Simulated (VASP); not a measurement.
A run of VASP 6.6.1 is set up as follows.

INCAR

```
PREC     = Accurate       # precision mode
ENCUT    = 520            # plane-wave cutoff, eV
EDIFF    = 1E-7           # SCF threshold, eV
ISMEAR   = 0              # smearing method
SIGMA    = 0.1            # smearing width, eV
LREAL    = F              # projectors in reciprocal space
LASPH    = T              # aspherical terms in the spheres
NELM     = 80             # most SCF steps
ALGO     = Normal         # electronic algorithm
ISIF     = 2              # what is computed and relaxed
LWAVE    = F              # write WAVECAR
LCHARG   = F              # write CHGCAR
LDIPOL   = T            
IDIPOL   = 3            
DIPOL    = 0.5 0.5 0.494
GGA      = PE             # functional
NBANDS   = 84             # bands
```

Contents of KPOINTS:

```
regular mesh
0
Gamma
  4 4 1
```

The input POSCAR:

```
Ti
1.0
    5.8152957309      0.0000000000      0.0000000000
   -2.9076478655      5.0361938335      0.0000000000
    0.0000000000      0.0000000000     20.7481690814
Ti
12
Direct
    0.3333333333      0.1666666667      0.3855761908
    0.3333333333      0.6666666667      0.3855761908
    0.8333333333      0.1666666667      0.3855761908
    0.8333333333      0.6666666667      0.3855761908
    0.6666666667      0.3333333333      0.4938088457
    0.6666666667      0.8333333333      0.4938088457
    0.1666666667      0.3333333333      0.4938088457
    0.1666666667      0.8333333333      0.4938088457
    0.0000000000      0.5000000000      0.6020453220
    0.0000000000      0.0000000000      0.6020453220
    0.5000000000      0.5000000000      0.6020453220
    0.5000000000      0.0000000000      0.6020453220
```

Potentials or basis: VASP PAW PBE potentials, release 64 (Ti_sv).

Command:

```sh
$ cat potpaw_PBE.64/Ti_sv/POTCAR > POTCAR
$ mpirun -np 1 vasp_std > vasp.out
```

Task: Estimate the band gap on the k mesh.

Result: Zero (bands 72 and 73 overlap by 0.67 eV).

Task: Estimate the largest force.

Result: 0.013 eV/Å.

Forces in eV/Å, atoms in the order of the input:
```
Ti   0.000  0.000  0.013
Ti   0.000  0.000  0.013
Ti   0.000  0.000  0.013
Ti   0.000  0.000  0.013
Ti   0.000  0.000  0.000
Ti   0.000  0.000  0.000
Ti   0.000  0.000  0.000
Ti   0.000  0.000  0.000
Ti   0.000  0.000 -0.013
Ti   0.000  0.000 -0.013
Ti   0.000  0.000 -0.013
Ti   0.000  0.000 -0.013
```
